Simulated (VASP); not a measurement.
WC, 16 atoms in the cell. The cell holds a slab with vacuum, 16 atoms: a = 5.812 Å, b = 5.812 Å, c = 15.256 Å, α = 90.00°, β = 90.00°, γ = 120.00°. 

* Program: VASP 6.6.1
* Task: single point
* Functional: PBE
* Dispersion: D3(BJ)
* Potentials or basis: VASP PAW PBE potentials, release 64 (W_sv, C)
* Cutoff: 520 eV
* k mesh: 2 × 2 × 1
* Occupations: fermi-dirac, width 0.05 eV
* Spin: no spin polarisation
* Dipole correction: no
* Further INCAR settings: LREAL = Auto; ALGO = Normal; EDIFF = 1e-06; NBANDS = 86

Potentials or basis: VASP PAW PBE potentials, release 64 (W_sv, C).

The run is started by

```sh
$ cat potpaw_PBE.64/W_sv/POTCAR potpaw_PBE.64/C/POTCAR > POTCAR
$ mpirun -np 1 vasp_std > vasp.out
```

Hardware: 1 thread of Intel(R) Xeon(R) 6975P-C (Granite Rapids) (shared host).

Task: Estimate the wall time of this run.

Result: It took 4.4 min on 1 thread of Intel(R) Xeon(R) 6975P-C (Granite Rapids) (shared host), peak memory 0.58 GiB. Counts: scf iterations 28, k points 4.
